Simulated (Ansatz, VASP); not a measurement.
# Two plane-wave programs on PtS2

File POSCAR:

```
PtS2
1.0
    3.5526415803      0.0000000000      0.0000000000
   -1.7763207902      3.0766778591      0.0000000000
    0.0000000000      0.0000000000      5.1227110450
Pt S
1 2
Direct
    0.0000000000      0.0000000000      0.0000000000
    0.3333333333      0.6666666667      0.2392599773
    0.6666666667      0.3333333333      0.7607400227
```

Contents of INCAR.step1:

```
SYSTEM = PtS2
PREC = Accurate ; ENCUT = 630
ISMEAR = -1 ; SIGMA = 0.05
LREAL = .FALSE. ; LASPH = .TRUE.
NELM = 120 ; NBANDS = 22
GGA = PE ; ALGO = Normal
EDIFF = 1E-5 ; LWAVE = .TRUE.
LCHARG = .FALSE. ; GGA_COMPAT = .FALSE.
```

The input INCAR.step2:

```
SYSTEM = PtS2
PREC = Accurate ; ENCUT = 630
EDIFF = 1E-6 ; ISMEAR = -1
SIGMA = 0.05 ; LREAL = .FALSE.
LASPH = .TRUE. ; NELM = 120
ALGO = Normal ; ISIF = 2
LWAVE = .FALSE. ; LCHARG = .FALSE.
METAGGA = R2SCAN ; LMIXTAU = .TRUE.
NBANDS = 22 ; ISTART = 1
GGA_COMPAT = .FALSE.
```

File KPOINTS:

```
Automatic mesh
0
G
  6 6 4
  0 0 0
```

Input for Ansatz:

```yaml
crystal:
  lattice:
    - [3.5526415803, 0.0, 0.0]
    - [-1.7763207902, 3.0766778591, 0.0]
    - [0.0, 0.0, 5.122711045]
  atoms:
    - { symbol: Pt, position: [0.0, 0.0, 0.0] }
    - { symbol: S, position: [0.3333333333, 0.6666666667, 0.2392599773] }
    - { symbol: S, position: [0.6666666667, 0.3333333333, 0.7607400227] }
kpoints:
  mp_grid: { grid: [6, 6, 4] }
hamiltonian:
  xc: r2scan
scf:
  occupations: { method: fermi_dirac, width: 0.05 }
  n_extra_bands: 4
output:
  forces: true
  stress: true
  eigenvalues: true
```

Alike in both runs: task single point; functional r2SCAN; k mesh 6 × 6 × 4; occupations fermi-dirac, width 0.05 eV; no spin polarisation.

```csv
,VASP,Ansatz
version,VASP 6.6.1,Ansatz 0.2.0
potentials or method,"VASP PAW PBE potentials, release 64 (Pt_sv_GW, S)",plane waves
plane-wave cutoff (eV),630,500
valence electrons in the cell,30,30
```

|  | VASP | Ansatz | Ansatz less VASP |
| --- | --- | --- | --- |
| pressure (GPa) | 0.8 | 1.3 | +0.54 |
| traceless stress, the component that is largest in VASP (GPa) | 0.17 | 0.07 | -0.102 |
| rms of the force components (eV/Å) | 0.037 | 0.020 | -0.0165 |

VASP's potentials were made for PBE, not for r2SCAN. Atom by atom the forces differ by 0.016 eV/Å (rms over components).

Spin-orbit coupling is off throughout.
